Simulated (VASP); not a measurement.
MnHg: single point with PBE

Crystal: MnHg.

```
CELL_PARAMETERS angstrom
3.34866 0.00000 0.00000
0.00000 3.34866 0.00000
0.00000 0.00000 3.24870
ATOMIC_POSITIONS crystal
Mn 0.50000 0.50000 0.50000
Hg 0.00000 0.00000 0.00000
```

This cell differs from its parent crystal: stretched by -2 % along [0.0, 0.0, 1.0] at fixed volume.

```yaml
Program: VASP 6.6.1
Task: single point
Functional: PBE
Potentials_or_basis: VASP PAW PBE potentials, release 64 (Mn_pv, Hg)
Cutoff: 520 eV
k_mesh: 9 × 9 × 9
Occupations: fermi-dirac, width 0.1 eV
Spin: collinear spin, ferromagnetic start
Starting_moments: "[4.0, 0.0] μB"
```

| Property | Result |
| --- | --- |
| Pressure | 0.6 GPa |
| Net moment | 3.86 μB per cell |
| Site moments | Mn +3.79; Hg -0.06 μB |
| Valence electrons inside the program's atomic spheres | Mn 11.41; Hg 10.59 |

Stress tensor (GPa, compression positive):
```
0.53 0.00 0.00
0.00 0.53 0.00
0.00 0.00 0.71
```

Levels at points of the mesh, in eV from the Fermi level:
Spin up:
| k point | band 10 | band 11 | band 12 | band 13 | band 14 | band 15 | band 16 | band 17 | band 18 | band 19 |
| --- | --- | --- | --- | --- | --- | --- | --- | --- | --- | --- |
| (0.00, 0.00, 0.00) | -2.92 | -2.86 | -2.04 | -2.03 | -2.03 | 4.61 | 4.61 | 5.48 | 8.51 | 10.93 |
Spin down:
```csv
k point,band 8,band 9,band 10,band 11,band 12,band 13,band 14,band 15
"(0.00, 0.00, 0.00)",-7.05,-7.05,0.27,0.35,1.46,1.51,1.51,4.96
```

It took 86 s on 1 thread of Oxide Virtual Turin-like Processor, on a shared host, peak memory 0.2 GiB.

Caveat: spin-orbit coupling is left out, which moves the levels of the heavy elements.
